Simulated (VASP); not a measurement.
# Se (Pm-3m) in VASP: single point with PBEsol

Aim: the single point of Se with PBEsol.

Everything below comes from runs of VASP 6.6.1. Logs are shortened: lines on timing, memory, paths and dates and some standing lists are left out, and cuts for length are marked.

## Step 1: The cell of the first run

It takes space group Pm-3m (No. 221, cubic). Conventional cell: a = 2.811 Å, b = 2.811 Å, c = 2.811 Å, α = 90.00°, β = 90.00°, γ = 90.00°. Within 3.7 Å of Se (site symmetry m-3m) lie 6 Se at 2.81 Å.

## Step 2: Single point, PBEsol

The input, INCAR:

```
ALGO     = Normal         # electronic algorithm
EDIFF    = 1E-6           # SCF threshold, eV
ENCUT    = 500            # plane-wave cutoff, eV
GGA      = PS             # functional
GGA_COMPAT= F            
ISIF     = 2              # what is computed and relaxed
ISMEAR   = 1              # smearing method
LASPH    = T              # aspherical terms in the spheres
LCHARG   = F              # write CHGCAR
LREAL    = F              # projectors in reciprocal space
LWAVE    = F              # write WAVECAR
NBANDS   = 9              # bands
NELM     = 120            # most SCF steps
PREC     = Accurate       # precision mode
SIGMA    = 0.1            # smearing width, eV
```

The input, KPOINTS:

```
k-points
0
Gamma
  8 8 8
```

The input, POSCAR:

```
Se
1.0
    2.8105630200      0.0000000000      0.0000000000
    0.0000000000      2.8105630200      0.0000000000
    0.0000000000      0.0000000000      2.8105630200
Se
1
Direct
    0.0000000000      0.0000000000      0.0000000000
```

Potentials or basis: VASP PAW PBE potentials, release 64 (Se).

Command:

```console
cat potpaw_PBE.64/Se/POTCAR > POTCAR
mpirun -np 1 vasp_std > vasp.out
```

OUTCAR:

```text
EDIFF = 1E-6
   ENCUT = 500
   GGA = PS
   ISIF = 2
   ISMEAR = 1
   LASPH = T
   LREAL = F
   NELM = 120
   PREC = Accurate

 ion  position               nearest neighbor table
   1  0.000  0.000  0.000-

  LATTYP: Found a simple cubic cell.
 ALAT       =     2.8105630200

  Lattice vectors:

 A1 = (   2.8105630200,   0.0000000000,   0.0000000000)
 A2 = (   0.0000000000,   2.8105630200,   0.0000000000)
 A3 = (   0.0000000000,   0.0000000000,   2.8105630200)

Analysis of symmetry for initial positions (statically):
=====================================================================
 Subroutine PRICEL returns:
 Original cell was already a primitive cell.

 Routine SETGRP: Setting up the symmetry group for a
 simple cubic supercell.

 Subroutine GETGRP returns: Found 48 space group operations
 (whereof 48 operations were pure point group operations)
 out of a pool of 48 trial point group operations.

The static configuration has the point symmetry O_h .

Analysis of symmetry for dynamics (positions and initial velocities):
=====================================================================
 Subroutine PRICEL returns:
 Original cell was already a primitive cell.

 Routine SETGRP: Setting up the symmetry group for a
 simple cubic supercell.

 Subroutine GETGRP returns: Found 48 space group operations
 (whereof 48 operations were pure point group operations)
 out of a pool of 48 trial point group operations.

The dynamic configuration has the point symmetry O_h .

 Subroutine INISYM returns: Found 48 space group operations
 (whereof 48 operations are pure point group operations),
 and found     1 'primitive' translations

----------------------------------------------------------------------------------------

                                     Primitive cell

  volume of cell :      22.2014

  direct lattice vectors                    reciprocal lattice vectors
     2.810563020  0.000000000  0.000000000     0.355800597  0.000000000  0.000000000
     0.000000000  2.810563020  0.000000000     0.000000000  0.355800597  0.000000000
     0.000000000  0.000000000  2.810563020     0.000000000  0.000000000  0.355800597

  length of vectors
     2.810563020  2.810563020  2.810563020     0.355800597  0.355800597  0.355800597

  position of ions in fractional coordinates (direct lattice)
     0.000000000  0.000000000  0.000000000

  ion indices of the primitive-cell ions
   primitive index   ion index
                 1           1

----------------------------------------------------------------------------------------

 KPOINTS: k-points

Automatic generation of k-mesh.
 Grid dimensions read from file:
 generate k-points for:    8    8    8

 Generating k-lattice:

  Cartesian coordinates                     Fractional coordinates (reciprocal lattice)
     0.044475075  0.000000000  0.000000000     0.125000000  0.000000000  0.000000000
     0.000000000  0.044475075  0.000000000     0.000000000  0.125000000  0.000000000
     0.000000000  0.000000000  0.044475075     0.000000000  0.000000000  0.125000000

  Length of vectors
     0.044475075  0.044475075  0.044475075

  Shift w.r.t. Gamma in fractional coordinates (k-lattice)
     0.000000000  0.000000000  0.000000000

 Subroutine IBZKPT returns following result:
 ===========================================

 Found     35 irreducible k-points:

 Following reciprocal coordinates:
            Coordinates               Weight
  0.000000  0.000000  0.000000      1.000000
  0.125000  0.000000  0.000000      6.000000
  0.250000  0.000000  0.000000      6.000000
  0.375000  0.000000  0.000000      6.000000
  0.500000  0.000000  0.000000      3.000000
  0.125000  0.125000  0.000000     12.000000
[... 16 lines left out ...]
  0.375000  0.375000  0.125000     24.000000
  0.500000  0.375000  0.125000     24.000000
 [... further k-points ...]
   k-points           NKPTS =     35   k-points in BZ     NKDIM =     35   number of bands    NBANDS=      9
   number of dos      NEDOS =    301   number of ions     NIONS =      1
   total plane-waves  NPLWV =   8000
   dimension x,y,z NGX =    20 NGY =   20 NGZ =   20
   dimension x,y,z NGXF=    40 NGYF=   40 NGZF=   40
   ions per type =               1
   NGX,Y,Z   is equivalent  to a cutoff of  11.83, 11.83, 11.83 a.u.
   NGXF,Y,Z  is equivalent  to a cutoff of  23.66, 23.66, 23.66 a.u.
 SYSTEM =  unknown system
   PREC   = accura    normal or accurate (medium, high low for compatibility)
   ISTART =      0    job   : 0-new  1-cont  2-samecut
   ICHARG =      2    charge: 1-file 2-atom 10-const
   ISPIN  =      1    spin polarized calculation?
   LNONCOLLINEAR =      F non collinear calculations
   LSORBIT =      F    spin-orbit coupling
   LASPH  =      T    aspherical Exc in radial PAW
   ENCUT  =  500.0 eV  36.75 Ry    6.06 a.u.   5.12  5.12  5.12*2*pi/ulx,y,z
   NELM   =    120;   NELMIN=  2; NELMDL= -5     # of ELM steps
   EDIFF  = 0.1E-05   stopping-criterion for ELM
   LREAL  =      F    real-space projection
   EDIFFG = 0.1E-04   stopping-criterion for IOM
   NSW    =      0    number of steps for IOM
   IBRION =     -1    ionic relax: 0-MD 1-quasi-New 2-CG
   NFREE  =      0    steps in history (QN), initial steepest desc. (CG)
   ISIF   =      2    stress and relaxation
   ISYM   =      2    0-nonsym 1-usesym 2-fastsym
   POTIM  = 0.5000    time-step for ionic-motion
   TEBEG  =    0.0;   TEEND  =   0.0 temperature during run
   PSTRESS=    0.0 pullay stress
   NELECT =       6.0000    total number of electrons
   NUPDOWN=      -1.0000    fix difference up-down
   EMIN   =  10.00;   EMAX   =-10.00  energy-range for DOS
   EFERMI =   0.00;   METHOD = LEGACY
   ISMEAR =     1;   SIGMA  =   0.10  broadening in eV -4-tet -1-fermi 0-gaus
   EFERMI_NEDOS =   21; number of points for ismear=-14 and -15
   IALGO  =     38    algorithm
   IMIX   =      4    mixing-type and parameters
     AMIX     =   0.40;   BMIX     =  1.00
     AMIX_MAG =   1.60;   BMIX_MAG =  1.00
  volume/ion in A,a.u.               =      22.20       149.82
  Fermi-wavevector in a.u.,A,eV,Ry     =   1.058438  2.000157 15.242472  1.120290
  Thomas-Fermi vector in A             =   2.193747
   LORBIT       =      0    0 simple, 1 ext, 2 COOP (PROOUT), +10 PAW based schemes
   GGA     = PS    functional components
   LHFCALC =     F    Hartree Fock is set to
   AEXX    =    0.0000 exact exchange contribution
   IVDW    =     0    specifies the selected vdW correction
   LEPSILON=     F    determine dielectric tensor
   LRPA    =     F    only Hartree local field effects (RPA)
 non-spin polarized calculation
 Methfessel and Paxton  Order N= 1 SIGMA  =   0.10
  energy-cutoff  :      500.00
  volume of cell :       22.20
 maximum number of plane-waves:       587
   NGX = 11   NGY = 11   NGZ = 11

 number of electron       5.9999999 magnetization

 Free energy of the ion-electron system (eV)
  ---------------------------------------------------
  ext. energy  EPLUGINS =         0.00000000
  ---------------------------------------------------
  free energy    TOTEN  =        -3.75456132 eV

  energy without entropy =       -3.75384854  energy(sigma->0) =       -3.75432372

 E-fermi :   4.9058     XC(G=0): -10.1586

 val. band max:        4.7246617244   @ k =   0.5000   0.5000   0.2500
 cond. band min:       4.9126485427   @ k =   0.2500   0.1250   0.0000
 fundamental gap:      0.1879868183
 Fermi energy:         4.9057901417

 k-point     1 :       0.0000    0.0000    0.0000
  band No.  band energies     occupation
      1     -11.4096      2.00000
      2       6.2174     -0.00000
      3       6.2174     -0.00000
      4       6.2174     -0.00000
      5      12.5004      0.00000
      6      12.5004      0.00000
      7      12.5436      0.00000
      8      27.1849      0.00000
      9      27.1849      0.00000

 k-point     2 :       0.1250    0.0000    0.0000
  band No.  band energies     occupation
      1     -11.1842      2.00000
      2       4.1734      2.00000
      3       6.3945     -0.00000
      4       6.3945     -0.00000
      5      12.7283      0.00000
      6      12.7997      0.00000
      7      15.0138      0.00000
      8      24.3242      0.00000
      9      24.3242      0.00000

 k-point     3 :       0.2500    0.0000    0.0000
  band No.  band energies     occupation
      1     -10.5536      2.00000
      2       1.0973      2.00000
      3       6.8658     -0.00000
      4       6.8658     -0.00000
      5      13.3712      0.00000
      6      13.6047      0.00000
      7      18.8661      0.00000
      8      21.2814      0.00000
      9      21.2814      0.00000

 k-point     4 :       0.3750    0.0000    0.0000
  band No.  band energies     occupation
      1      -9.7232      2.00000
      2      -1.3420      2.00000
      3       7.4206      0.00000
      4       7.4206      0.00000
      5      14.2374      0.00000
      6      14.9234      0.00000
      7      18.8729      0.00000
      8      19.1354      0.00000
      9      19.1354      0.00000
[... 205 lines left out ...]
 k-point    22 :       0.5000    0.2500    0.1250
  band No.  band energies     occupation
      1      -8.1963      2.00000
      2      -1.3092      2.00000
      3       3.2033      2.00000
      4       6.5966     -0.00000
      5      11.1093      0.00000
      6      15.5612      0.00000
      7      18.3423      0.00000
      8      20.2359      0.00000
      9      23.4574      0.00000

 k-point    23 :       0.3750    0.3750    0.1250
  band No.  band energies     occupation
      1      -7.8227      2.00000
      2       0.4151      2.00000
      3       0.4720      2.00000
      4       6.8806     -0.00000
      5       9.6589      0.00000
      6      16.7930      0.00000
      7      17.6136      0.00000
      8      19.5948      0.00000
      9      24.6120      0.00000

 k-point    24 :       0.5000    0.3750    0.1250
  band No.  band energies     occupation
      1      -7.3707      2.00000
      2      -0.5449      2.00000
      3       0.8386      2.00000
      4       7.1803      0.00000
      5       8.7157      0.00000
      6      16.4904      0.00000
      7      17.7177      0.00000
      8      20.0201      0.00000
      9      23.5415      0.00000

 [... further k-points ...]
[... 5 lines left out ...]
  --------------------------------------------------------------------------------------
  -------------------------------------------------------------------------------------
  Total       -0.1975629     -0.1975629     -0.1975629     -0.0000000     -0.0000000      0.0000000
  in kB      -14.2572578    -14.2572578    -14.2572578     -0.0000000     -0.0000000      0.0000000
  external PRESSURE =     -14.2572578 kB  Pullay stress =       0.0000000 kB

 VOLUME and BASIS-vectors are now :
 -----------------------------------------------------------------------------
  energy-cutoff  :      500.00
  volume of cell :       22.20
      direct lattice vectors                 reciprocal lattice vectors
     2.810563020  0.000000000  0.000000000     0.355800597  0.000000000  0.000000000
     0.000000000  2.810563020  0.000000000     0.000000000  0.355800597  0.000000000
     0.000000000  0.000000000  2.810563020     0.000000000  0.000000000  0.355800597

 POSITION                                       TOTAL-FORCE (eV/Angst)
 -----------------------------------------------------------------------------------
      0.00000      0.00000      0.00000         0.000000      0.000000      0.000000
 -----------------------------------------------------------------------------------
    total drift:                               -0.000000     -0.000000      0.000000

  FREE ENERGIE OF THE ION-ELECTRON SYSTEM (eV)
  ---------------------------------------------------
  free  energy   TOTEN  =        -3.7545613154 eV

  energy  without entropy=       -3.7538485381  energy(sigma->0) =       -3.75432372
```

Wall time 7.4 s (1 thread of Intel Xeon 8259CL, shared host); peak memory 0.12 GiB.

Results:

| Quantity | Value |
| --- | --- |
| Free energy | -3.7546 eV |
| Pressure | -1.4 GPa |
| Band gap on the k mesh | zero (band 3 reaches 7.69 eV, above the bottom of band 4 at 1.41 eV) |

Levels at points of the mesh, in eV from the Fermi level:
```csv
k point,band 1,band 2,band 3,band 4,band 5,band 6,band 7
"(0.00, 0.00, 0.00)",-16.32,1.31,1.31,1.31,7.59,7.59,7.64
"(0.50, 0.00, 0.00)",-14.18,-7.25,2.78,2.78,9.82,11.47,12.29
"(0.50, 0.50, 0.00)",-12.05,-5.25,-5.25,2.59,4.11,13.38,15.70
"(0.50, 0.50, 0.50)",-9.88,-3.49,-3.49,-3.49,5.59,5.59,5.59
```

Caveat: the PAW data sets were made with another functional, which shifts forces and pressure a little.
